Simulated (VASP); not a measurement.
# Ti (I4/mmm) in VASP: a series of runs

The runs below take Ti through single point, with PBEsol.

All numbers are computed with VASP 6.6.1; they aren't measurements. Logs are shortened: lines on timing, memory, paths and dates and some standing lists are left out, and cuts for length are marked.

**1. The cell of the first run**

Symmetry: I4/mmm, No. 139, tetragonal system. Conventional cell: a = 3.282 Å, b = 3.282 Å, c = 3.233 Å, α = 90.00°, β = 90.00°, γ = 90.00°. Ti (site symmetry 4/mmm) has 14 Ti at 2.83 to 3.28 Å within 3.7 Å.

**2. Single point, PBEsol (strain +0.000 along x and y, -0.015 along z)**

INCAR reads:

```
PREC = Accurate
ENCUT = 520
EDIFF = 1E-6
ISMEAR = 0
SIGMA = 0.15
LREAL = False
LASPH = True
NELM = 60
ALGO = Fast
ISIF = 2
LWAVE = False
LCHARG = True
GGA = PS
LELF = True
LVHAR = True
NBANDS = 12
```

KPOINTS reads:

```
Automatic mesh
0
Gamma
  20 20 20
```

POSCAR reads:

```
Ti
1.0
   -1.6410000000      1.6410000000      1.6163850000
    1.6410000000     -1.6410000000      1.6163850000
    1.6410000000      1.6410000000     -1.6163850000
Ti
1
Direct
    0.0000000000      0.0000000000      0.0000000000
```

Potentials or basis: VASP PAW PBE potentials, release 64 (Ti_sv).

Started as:

```console
cat potpaw_PBE.64/Ti_sv/POTCAR > POTCAR
mpirun -np 1 vasp_std > vasp.out
```

OUTCAR:

```text
PREC = Accurate
   ENCUT = 520
   EDIFF = 1E-6
   ISMEAR = 0
   LREAL = False
   LASPH = True
   NELM = 60
   ISIF = 2
   GGA = PS

 ion  position               nearest neighbor table
   1  0.000  0.000  0.000-

  LATTYP: Found a body centered tetragonal cell.
 ALAT       =     3.2820000000
 C/A-ratio  =     0.9850000000

  Lattice vectors:

 A1 = (  -1.6410000000,   1.6410000000,   1.6163850000)
 A2 = (   1.6410000000,  -1.6410000000,   1.6163850000)
 A3 = (   1.6410000000,   1.6410000000,  -1.6163850000)

Analysis of symmetry for initial positions (statically):
=====================================================================
 Subroutine PRICEL returns:
 Original cell was already a primitive cell.

 Routine SETGRP: Setting up the symmetry group for a
 body centered tetragonal supercell.

 Subroutine GETGRP returns: Found 16 space group operations
 (whereof 16 operations were pure point group operations)
 out of a pool of 16 trial point group operations.

The static configuration has the point symmetry D_4h.

Analysis of symmetry for dynamics (positions and initial velocities):
=====================================================================
 Subroutine PRICEL returns:
 Original cell was already a primitive cell.

 Routine SETGRP: Setting up the symmetry group for a
 body centered tetragonal supercell.

 Subroutine GETGRP returns: Found 16 space group operations
 (whereof 16 operations were pure point group operations)
 out of a pool of 16 trial point group operations.

The dynamic configuration has the point symmetry D_4h.

 Subroutine INISYM returns: Found 16 space group operations
 (whereof 16 operations are pure point group operations),
 and found     1 'primitive' translations

----------------------------------------------------------------------------------------

                                     Primitive cell

  volume of cell :      17.4109

  direct lattice vectors                    reciprocal lattice vectors
    -1.641000000  1.641000000  1.616385000     0.000000000  0.304692261  0.309332244
     1.641000000 -1.641000000  1.616385000     0.304692261  0.000000000  0.309332244
     1.641000000  1.641000000 -1.616385000     0.304692261  0.304692261  0.000000000

  length of vectors
     2.828155312  2.828155312  2.828155312     0.434193288  0.434193288  0.430899928

  position of ions in fractional coordinates (direct lattice)
     0.000000000  0.000000000  0.000000000

  ion indices of the primitive-cell ions
   primitive index   ion index
                 1           1

----------------------------------------------------------------------------------------

 KPOINTS: Automatic mesh

Automatic generation of k-mesh.
 Grid dimensions read from file:
 generate k-points for:   20   20   20

 Generating k-lattice:

  Cartesian coordinates                     Fractional coordinates (reciprocal lattice)
     0.000000000  0.015234613  0.015466612     0.050000000  0.000000000  0.000000000
     0.015234613  0.000000000  0.015466612     0.000000000  0.050000000  0.000000000
     0.015234613  0.015234613  0.000000000     0.000000000  0.000000000  0.050000000

  Length of vectors
     0.021709664  0.021709664  0.021544996

  Shift w.r.t. Gamma in fractional coordinates (k-lattice)
     0.000000000  0.000000000  0.000000000

 Subroutine IBZKPT returns following result:
 ===========================================

 Found    641 irreducible k-points:

 Following reciprocal coordinates:
            Coordinates               Weight
  0.000000  0.000000  0.000000      1.000000
  0.050000  0.000000 -0.000000      8.000000
  0.100000  0.000000  0.000000      8.000000
  0.150000  0.000000 -0.000000      8.000000
  0.200000  0.000000  0.000000      8.000000
  0.250000  0.000000  0.000000      8.000000
[... 16 lines left out ...]
 -0.400000  0.050000  0.000000     16.000000
 -0.350000  0.050000  0.000000     16.000000
 [... further k-points ...]
   k-points           NKPTS =    641   k-points in BZ     NKDIM =    641   number of bands    NBANDS=     12
   number of dos      NEDOS =    301   number of ions     NIONS =      1
   total plane-waves  NPLWV =  13824
   dimension x,y,z NGX =    24 NGY =   24 NGZ =   24
   dimension x,y,z NGXF=    48 NGYF=   48 NGZF=   48
   ions per type =               1
   NGX,Y,Z   is equivalent  to a cutoff of  14.11, 14.11, 14.11 a.u.
   NGXF,Y,Z  is equivalent  to a cutoff of  28.22, 28.22, 28.22 a.u.
 SYSTEM =  unknown system
   PREC   = accura    normal or accurate (medium, high low for compatibility)
   ISTART =      0    job   : 0-new  1-cont  2-samecut
   ICHARG =      2    charge: 1-file 2-atom 10-const
   ISPIN  =      1    spin polarized calculation?
   LNONCOLLINEAR =      F non collinear calculations
   LSORBIT =      F    spin-orbit coupling
   LASPH  =      T    aspherical Exc in radial PAW
   ENCUT  =  520.0 eV  38.22 Ry    6.18 a.u.   5.26  5.26  5.26*2*pi/ulx,y,z
   NELM   =     60;   NELMIN=  2; NELMDL= -5     # of ELM steps
   EDIFF  = 0.1E-05   stopping-criterion for ELM
   LREAL  =      F    real-space projection
   EDIFFG = 0.1E-04   stopping-criterion for IOM
   NSW    =      0    number of steps for IOM
   IBRION =     -1    ionic relax: 0-MD 1-quasi-New 2-CG
   NFREE  =      0    steps in history (QN), initial steepest desc. (CG)
   ISIF   =      2    stress and relaxation
   ISYM   =      2    0-nonsym 1-usesym 2-fastsym
   POTIM  = 0.5000    time-step for ionic-motion
   TEBEG  =    0.0;   TEEND  =   0.0 temperature during run
   PSTRESS=    0.0 pullay stress
   NELECT =      12.0000    total number of electrons
   NUPDOWN=      -1.0000    fix difference up-down
   EMIN   =  10.00;   EMAX   =-10.00  energy-range for DOS
   EFERMI =   0.00;   METHOD = LEGACY
   ISMEAR =     0;   SIGMA  =   0.15  broadening in eV -4-tet -1-fermi 0-gaus
   EFERMI_NEDOS =   21; number of points for ismear=-14 and -15
   IALGO  =     68    algorithm
   IMIX   =      4    mixing-type and parameters
     AMIX     =   0.40;   BMIX     =  1.00
     AMIX_MAG =   1.60;   BMIX_MAG =  1.00
  volume/ion in A,a.u.               =      17.41       117.49
  Fermi-wavevector in a.u.,A,eV,Ry     =   1.446088  2.732709 28.452085  2.091169
  Thomas-Fermi vector in A             =   2.564196
   LORBIT       =      0    0 simple, 1 ext, 2 COOP (PROOUT), +10 PAW based schemes
   GGA     = PS    functional components
   LHFCALC =     F    Hartree Fock is set to
   AEXX    =    0.0000 exact exchange contribution
   IVDW    =     0    specifies the selected vdW correction
   LEPSILON=     F    determine dielectric tensor
   LRPA    =     F    only Hartree local field effects (RPA)
 non-spin polarized calculation
 RMM-DIIS sequential band-by-band and
 Gauss-broadening in eV      SIGMA  =   0.15
  energy-cutoff  :      520.00
  volume of cell :       17.41
 maximum number of plane-waves:       482
 NGX is ok and might be reduce to    24
   NGX = 11   NGY = 11   NGZ = 11

 number of electron      11.9999998 magnetization

 Free energy of the ion-electron system (eV)
  ---------------------------------------------------
  ext. energy  EPLUGINS =         0.00000000
  ---------------------------------------------------
  free energy    TOTEN  =        -8.23216222 eV

  energy without entropy =       -8.20570882  energy(sigma->0) =       -8.21893552

 E-fermi :   7.9316     XC(G=0): -11.6202

 val. band max:        7.9313198204   @ k =   0.2500   0.2000   0.0000
 cond. band min:       7.9332142708   @ k =   0.3500   0.1500   0.1500
 fundamental gap:      0.0018944504
 Fermi energy:         7.9315633604

 k-point     1 :       0.0000    0.0000    0.0000
  band No.  band energies     occupation
      1     -48.3705      2.00000
      2     -24.3244      2.00000
      3     -24.3234      2.00000
      4     -24.3234      2.00000
      5       1.9843      2.00000
      6       8.8422      0.00000
      7       8.9503      0.00000
      8       8.9503      0.00000
      9      10.6148      0.00000
     10      10.7416      0.00000
     11      25.2452      0.00000
     12      25.4414      0.00000

 k-point     2 :       0.0500    0.0000   -0.0000
  band No.  band energies     occupation
      1     -48.3673      2.00000
      2     -24.3412      2.00000
      3     -24.3288      2.00000
      4     -24.3241      2.00000
      5       2.0706      2.00000
      6       8.8340      0.00000
      7       8.9393      0.00000
      8       8.9810      0.00000
      9      10.6027      0.00000
     10      10.7100      0.00000
     11      25.1760      0.00000
     12      25.3274      0.00000

 k-point     3 :       0.1000    0.0000    0.0000
  band No.  band energies     occupation
      1     -48.3579      2.00000
      2     -24.3911      2.00000
      3     -24.3443      2.00000
      4     -24.3246      2.00000
      5       2.3246      2.00000
      6       8.7356      0.00000
      7       8.8940      0.00000
      8       9.1499      0.00000
      9      10.5317      0.00000
     10      10.6784      0.00000
     11      24.8186      0.00000
     12      25.2997      0.00000
[... 286 lines left out ...]
 k-point    23 :      -0.4000    0.0500    0.0000
  band No.  band energies     occupation
      1     -48.2558      2.00000
      2     -24.9014      2.00000
      3     -24.5114      2.00000
      4     -24.3365      2.00000
      5       5.2280      2.00000
      6       7.6738      1.98492
      7       8.3582      0.00006
      8      10.6222      0.00000
      9      10.9615      0.00000
     10      11.6590      0.00000
     11      18.4372      0.00000
     12      21.8892      0.00000

 k-point    24 :      -0.3500    0.0500    0.0000
  band No.  band energies     occupation
      1     -48.2727      2.00000
      2     -24.8204      2.00000
      3     -24.4832      2.00000
      4     -24.3353      2.00000
      5       4.8090      2.00000
      6       7.8333      1.64575
      7       8.2136      0.00784
      8      10.5224      0.00000
      9      10.8925      0.00000
     10      11.1680      0.00000
     11      19.7215      0.00000
     12      22.4674      0.00000

 [... further k-points ...]
[... 5 lines left out ...]
  --------------------------------------------------------------------------------------
  -------------------------------------------------------------------------------------
  Total       -0.5831888     -0.5831888     -0.6278698      0.0000000      0.0000000      0.0000000
  in kB      -53.6658232    -53.6658232    -57.7774264      0.0000000      0.0000000      0.0000000
  external PRESSURE =     -55.0363576 kB  Pullay stress =       0.0000000 kB

 VOLUME and BASIS-vectors are now :
 -----------------------------------------------------------------------------
  energy-cutoff  :      520.00
  volume of cell :       17.41
      direct lattice vectors                 reciprocal lattice vectors
    -1.641000000  1.641000000  1.616385000     0.000000000  0.304692261  0.309332244
     1.641000000 -1.641000000  1.616385000     0.304692261  0.000000000  0.309332244
     1.641000000  1.641000000 -1.616385000     0.304692261  0.304692261  0.000000000

 POSITION                                       TOTAL-FORCE (eV/Angst)
 -----------------------------------------------------------------------------------
      0.00000      0.00000      0.00000        -0.000000      0.000000      0.000000
 -----------------------------------------------------------------------------------
    total drift:                               -0.000000      0.000000      0.000000

  FREE ENERGIE OF THE ION-ELECTRON SYSTEM (eV)
  ---------------------------------------------------
  free  energy   TOTEN  =        -8.2321622237 eV

  energy  without entropy=       -8.2057088159  energy(sigma->0) =       -8.21893552
```

Wall time 82 s (1 thread of Intel Xeon Platinum 8559C (Emerald Rapids), shared host); peak memory 0.24 GiB.

Results:

```
Free energy            : -8.2322 eV
Pressure               : -5.5 GPa
Band gap on the k mesh : zero (band 6 reaches 8.91 eV, above the bottom of band 7 at 7.28 eV)
```

Caveat: the cell differs from its parent crystal (strain +0.000 along x and y, -0.015 along z); the PAW data sets were made with another functional, which shifts forces and pressure a little.

**3. Single point, PBEsol (strain -0.015 along x and y, +0.015 along z)**

INCAR reads:

```
ALGO     = Normal         # electronic algorithm
EDIFF    = 1E-7           # SCF threshold, eV
ENCUT    = 520            # plane-wave cutoff, eV
GGA      = PS             # functional
ISIF     = 2              # what is computed and relaxed
ISMEAR   = 0              # smearing method
LASPH    = T              # aspherical terms in the spheres
LCHARG   = F              # write CHGCAR
LREAL    = F              # projectors in reciprocal space
LWAVE    = F              # write WAVECAR
NBANDS   = 12             # bands
NELM     = 100            # most SCF steps
PREC     = Accurate       # precision mode
SIGMA    = 0.15           # smearing width, eV
```

KPOINTS reads:

```
k-points
0
Gamma
  20 20 20
```

POSCAR reads:

```
Ti
1.0
   -1.6163850000      1.6163850000      1.6656150000
    1.6163850000     -1.6163850000      1.6656150000
    1.6163850000      1.6163850000     -1.6656150000
Ti
1
Direct
    0.0000000000      0.0000000000      0.0000000000
```

Potentials or basis: VASP PAW PBE potentials, release 64 (Ti_sv).

Started as:

```console
cat potpaw_PBE.64/Ti_sv/POTCAR > POTCAR
mpirun -np 1 vasp_std > vasp.out
```

It took 45 s on 1 thread of Intel Xeon Platinum 8559C (Emerald Rapids), shared host; peak memory 0.24 GiB.

The run converged. Its results:

```
Free energy            : -8.2328 eV
Pressure               : -5.4 GPa
Band gap on the k mesh : zero (band 6 reaches 8.90 eV, above the bottom of band 7 at 7.30 eV)
```

Stress tensor (GPa, compression positive):
```
-5.64  0.00  0.00
 0.00 -5.64  0.00
 0.00  0.00 -4.97
```

Levels at points of the mesh, in eV from the Fermi level:
| k point | band 2 | band 3 | band 4 | band 5 | band 6 | band 7 | band 8 | band 9 | band 10 | band 11 |
| --- | --- | --- | --- | --- | --- | --- | --- | --- | --- | --- |
| (0.00, 0.00, 0.00) | -32.26 | -32.26 | -32.26 | -5.95 | 0.91 | 0.91 | 1.12 | 2.62 | 2.86 | 17.06 |
| (0.50, 0.00, 0.00) | -32.94 | -32.47 | -32.26 | -2.46 | -0.32 | 1.08 | 2.61 | 3.08 | 4.26 | 8.68 |
| (0.50, 0.50, 0.00) | -32.93 | -32.48 | -32.27 | -2.46 | -0.57 | 1.28 | 2.89 | 3.15 | 4.30 | 8.90 |
| (0.50, 0.50, 0.50) | -32.75 | -32.71 | -32.71 | -2.14 | -2.06 | 3.89 | 3.94 | 3.94 | 7.78 | 8.62 |

Caveat: the cell differs from its parent crystal (strain -0.015 along x and y, +0.015 along z); the PAW data sets were made with another functional, which shifts forces and pressure a little.

**4. Single point, PBEsol (strain -0.015 along x and y, +0.030 along z)**

INCAR reads:

```
  PREC = Accurate
  ENCUT = 520
  EDIFF = 1E-7
  ISMEAR = 0
  SIGMA = 0.15
  LREAL = F
  LASPH = T
  NELM = 60
  ALGO = Fast
  ISIF = 2
  LWAVE = F
  LCHARG = T
  GGA = PS
  LELF = T
  LVHAR = T
  NBANDS = 12
```

KPOINTS reads:

```
Automatic mesh
0
Gamma
  20 20 20
```

POSCAR reads:

```
Ti
1.0
   -1.6163850000      1.6163850000      1.6902300000
    1.6163850000     -1.6163850000      1.6902300000
    1.6163850000      1.6163850000     -1.6902300000
Ti
1
Direct
    0.0000000000      0.0000000000      0.0000000000
```

Started as:

```console
cat potpaw_PBE.64/Ti_sv/POTCAR > POTCAR
mpirun -np 1 vasp_std > vasp.out
```

Wall time 99 s (1 thread of Intel Xeon Platinum 8559C (Emerald Rapids), shared host); peak memory 0.24 GiB.

It converged, with:

```yaml
Free_energy: -8.2241 eV
Pressure: -6.7 GPa
Band_gap_on_the_k_mesh: zero (band 6 reaches 8.74 eV, above the bottom of band 7 at 7.18 eV)
```

Stress tensor (GPa, compression positive):
```
-7.06  0.00  0.00
 0.00 -7.06  0.00
 0.00  0.00 -6.09
```

Levels at points of the mesh, in eV from the Fermi level:
| k point | band 2 | band 3 | band 4 | band 5 | band 6 | band 7 | band 8 | band 9 | band 10 | band 11 |
| --- | --- | --- | --- | --- | --- | --- | --- | --- | --- | --- |
| (0.00, 0.00, 0.00) | -32.31 | -32.31 | -32.31 | -5.92 | 0.87 | 0.87 | 1.17 | 2.51 | 2.85 | 16.81 |
| (0.50, 0.00, 0.00) | -32.96 | -32.51 | -32.31 | -2.43 | -0.26 | 1.00 | 2.49 | 3.04 | 4.16 | 8.48 |
| (0.50, 0.50, 0.00) | -32.95 | -32.53 | -32.33 | -2.42 | -0.63 | 1.30 | 2.90 | 3.13 | 4.22 | 8.81 |
| (0.50, 0.50, 0.50) | -32.79 | -32.73 | -32.73 | -2.11 | -1.99 | 3.79 | 3.87 | 3.87 | 7.40 | 8.63 |

Caveat: the cell differs from its parent crystal (strain -0.015 along x and y, +0.030 along z); the PAW data sets were made with another functional, which shifts forces and pressure a little.

**5. Overview**

| cell | gap on the mesh (eV) | pressure (GPa) |
| --- | --- | --- |
| a = 2.828 Å, angles 109.1, 109.1, 110.3°, 1 atom | none | -5.5 |
| a = 2.828 Å, angles 110.3, 110.3, 107.8°, 1 atom | none | -5.4 |
| a = 2.843 Å, angles 110.7, 110.7, 107.0°, 1 atom | none | -6.7 |

Alike in all rows: task single point; level PBEsol; potentials or basis VASP PAW PBE potentials, release 64 (Ti_sv); no spin polarisation; k mesh 20 × 20 × 20; cutoff (eV) 520; smearing gaussian 0.15 eV.

Caveats: the PAW data sets were made with another functional, which shifts forces and pressure a little.

Absolute energies hang on the potentials; compare differences alone.
